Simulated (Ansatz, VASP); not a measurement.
**One calculation of CoO, two programs**

```xyz
2
Lattice="0.0000 2.1315 2.1315 2.1315 0.0000 2.1315 2.1315 2.1315 0.0000" Properties=species:S:1:pos:R:3 pbc="T T T"
Co    0.0000    0.0000    0.0000
O     2.1315    2.1315    2.1315
```

Alike in both runs: task relaxation of cell and atoms; functional revPBE; dispersion D3(BJ); k mesh 11 × 11 × 11; occupations fermi-dirac, width 0.05 eV; collinear spin.

```csv
,VASP,Ansatz
version,VASP 6.6.1,Ansatz 0.2.0
potentials or method,"VASP PAW PBE potentials, release 64 (Co, O)",Ansatz PAW
plane-wave cutoff (eV),600,420
valence electrons in the cell,15,23
```

```tsv
	VASP	Ansatz	Ansatz less VASP
net moment per atom (μB)	1.42	1.47	+0.050
size of the moment on the site where the two differ most (μB)	0.28	0.32	+0.040
relaxed volume (Å³/atom)	9.35	9.64	+0.286
relaxed cell length with the largest relative difference (Å)	2.980	3.010	+0.0301
```

VASP's potentials were made for PBE, not for revPBE. Site moments also hang on the region over which each program counts them. VASP's potentials hold 15 valence electrons a cell and Ansatz's 23, so a difference there can come from the potentials and not from the codes.

Noted on Ansatz's run: the plane-wave basis is chosen anew once the cell has moved, so the energies of steps on either side of that aren't comparable.
